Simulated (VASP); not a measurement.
Set up this calculation in VASP 6.6.1, as the native input.

| Quantity | Value |
| --- | --- |
| Task | single point |
| Functional | PBEsol |
| Potentials or basis | VASP PAW PBE potentials, release 64 (Cs_sv, Br) |
| Cutoff | 500 eV |
| k mesh | 6 × 6 × 6 |
| Occupations | gaussian, width 0.05 eV |
| Spin | no spin polarisation |
| Dipole correction | no |
| Further INCAR settings | ALGO = Normal; EDIFF = 1e-06; NBANDS = 15 |

The structure of CsBr lies in POSCAR:

```
CsBr
1.0
    4.1342037484      0.0000000000      0.0000000000
    0.0000000000      4.1342037484      0.0000000000
    0.0000000000      0.0000000000      4.1342037484
Cs Br
1 1
Direct
    0.0000000000      0.0000000000      0.0000000000
    0.5000000000      0.5000000000      0.5000000000
```

These files were run (other wordings do the same):

INCAR

```
PREC     = Accurate       # precision mode
ENCUT    = 500            # plane-wave cutoff, eV
EDIFF    = 1E-6           # SCF threshold, eV
ISMEAR   = 0              # smearing method
SIGMA    = 0.05           # smearing width, eV
LREAL    = False          # projectors in reciprocal space
LASPH    = True           # aspherical terms in the spheres
NELM     = 120            # most SCF steps
ALGO     = Normal         # electronic algorithm
ISIF     = 2              # what is computed and relaxed
LWAVE    = False          # write WAVECAR
LCHARG   = False          # write CHGCAR
GGA      = PS             # functional
NBANDS   = 15             # bands
GGA_COMPAT= False
```

KPOINTS

```
regular mesh
0
Gamma
  6 6 6
```

Potentials or basis: VASP PAW PBE potentials, release 64 (Cs_sv, Br).

Command:

```sh
$ cat potpaw_PBE.64/Cs_sv/POTCAR potpaw_PBE.64/Br/POTCAR > POTCAR
$ mpirun -np 1 vasp_std > vasp.out
```

Results of the run:

| Property | Result |
| --- | --- |
| Pressure | 1.6 GPa |
| Band gap on the k mesh | 4.61 eV, direct |

Caveat: the PAW data sets were made with another functional, which shifts forces and pressure a little; spin-orbit coupling is left out, which moves the levels of the heavy elements.

Wall time 24 s on 1 thread of Intel Xeon 8259CL (shared host), peak memory 0.17 GiB.
